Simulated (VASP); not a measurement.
Write the native input for VASP 6.6.1 that does the following.

| Quantity | Value |
| --- | --- |
| Task | single point |
| Functional | PBE |
| Potentials or basis | VASP PAW PBE potentials, release 64 (Hf_pv, O) |
| Cutoff | 520 eV |
| k mesh | 9 × 9 × 9 |
| Occupations | gaussian, width 0.026 eV |
| Spin | no spin polarisation |
| Dipole correction | no |
| Further INCAR settings | ALGO = Normal; EDIFF = 1e-07; NBANDS = 18 |

The structure of HfO2 lies in POSCAR:

```
HfO2
1.0
    0.0000000000      2.5575000000      2.5575000000
    2.5575000000      0.0000000000      2.5575000000
    2.5575000000      2.5575000000      0.0000000000
Hf O
1 2
Direct
    0.0000000000      0.0000000000      0.0000000000
    0.7500000000      0.7500000000      0.7500000000
    0.2500000000      0.2500000000      0.2500000000
```

These files were run (other wordings do the same):

INCAR

```
  PREC = Accurate
  ENCUT = 520
  EDIFF = 1E-7
  ISMEAR = 0
  SIGMA = 0.026000000000000002
  LREAL = F
  LASPH = T
  NELM = 80
  ALGO = Normal
  ISIF = 2
  LWAVE = F
  LCHARG = F
  GGA = PE
  NBANDS = 18
```

KPOINTS

```
regular mesh
0
Gamma
  9 9 9
```

Potentials or basis: VASP PAW PBE potentials, release 64 (Hf_pv, O).

Command:

```bash
$ cat potpaw_PBE.64/Hf_pv/POTCAR potpaw_PBE.64/O/POTCAR > POTCAR
$ mpirun -np 1 vasp_std > vasp.out
```

Results of the run:

The pressure is -6.0 GPa and the band gap on the k mesh is 3.84 eV, indirect (least direct gap 3.95 eV).

Caveat: spin-orbit coupling is left out, which moves the levels of the heavy elements.

It took 50 s on 1 thread of AMD EPYC 7R43 64-Core Processor (Zen 3), on a shared host, peak memory 0.12 GiB.
